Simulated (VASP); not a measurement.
Write the native input for VASP 6.6.1 that does the following.

```yaml
Task: single point
Functional: r2SCAN
Potentials_or_basis: VASP PAW PBE potentials, release 64 (Hg, S)
Cutoff: 550 eV
k_mesh: 8 × 8 × 8
Occupations: gaussian, width 0.05 eV
Spin: no spin polarisation
Dipole_correction: no
Further_INCAR_settings: ALGO = Normal; EDIFF = 1e-06; NBANDS = 16
```

Crystal: HgS.

```
Hg S
1.0
     0.00000    2.92900    2.92900
     2.92900    0.00000    2.92900
     2.92900    2.92900    0.00000
Hg S
1 1
Direct
  0.00000 0.00000 0.00000
  0.75000 0.75000 0.75000
```

These files were run (other wordings do the same):

POSCAR

```
HgS
1.0
    0.0000000000      2.9289995691      2.9289995691
    2.9289995691      0.0000000000      2.9289995691
    2.9289995691      2.9289995691      0.0000000000
Hg S
1 1
Direct
    0.0000000000      0.0000000000      0.0000000000
    0.7500000000      0.7500000000      0.7500000000
```

INCAR.step1

```
PREC = Accurate
ENCUT = 550
ISMEAR = 0
SIGMA = 0.05
LREAL = False
LASPH = True
NELM = 120
NBANDS = 16
GGA = PE
ALGO = Normal
EDIFF = 1E-5
LWAVE = True
LCHARG = False
GGA_COMPAT = False
```

INCAR.step2

```
PREC = Accurate
ENCUT = 550
EDIFF = 1E-6
ISMEAR = 0
SIGMA = 0.05
LREAL = False
LASPH = True
NELM = 120
ALGO = Normal
ISIF = 2
LWAVE = False
LCHARG = False
METAGGA = R2SCAN
LMIXTAU = True
NBANDS = 16
ISTART = 1
GGA_COMPAT = False
```

KPOINTS

```
regular mesh
0
Gamma
  8 8 8
```

Potentials or basis: VASP PAW PBE potentials, release 64 (Hg, S).

Launch:

```sh
$ cat potpaw_PBE.64/Hg/POTCAR potpaw_PBE.64/S/POTCAR > POTCAR
$ cp INCAR.step1 INCAR
$ mpirun -np 1 vasp_std > vasp.out
$ cp INCAR.step2 INCAR
$ mpirun -np 1 vasp_std > vasp.out
```

Results of the run:

* Pressure: 2.6 GPa
* Band gap on the k mesh: zero (filled and empty bands touch)

Caveat: the PAW data sets were made with another functional, which shifts forces and pressure a little; spin-orbit coupling is left out, which moves the levels of the heavy elements.

Run time: 74 s on 1 thread of Intel(R) Xeon(R) Platinum 8259CL CPU @ 2.50GHz (Skylake/Cascade Lake), on a shared host, peak memory 0.19 GiB.
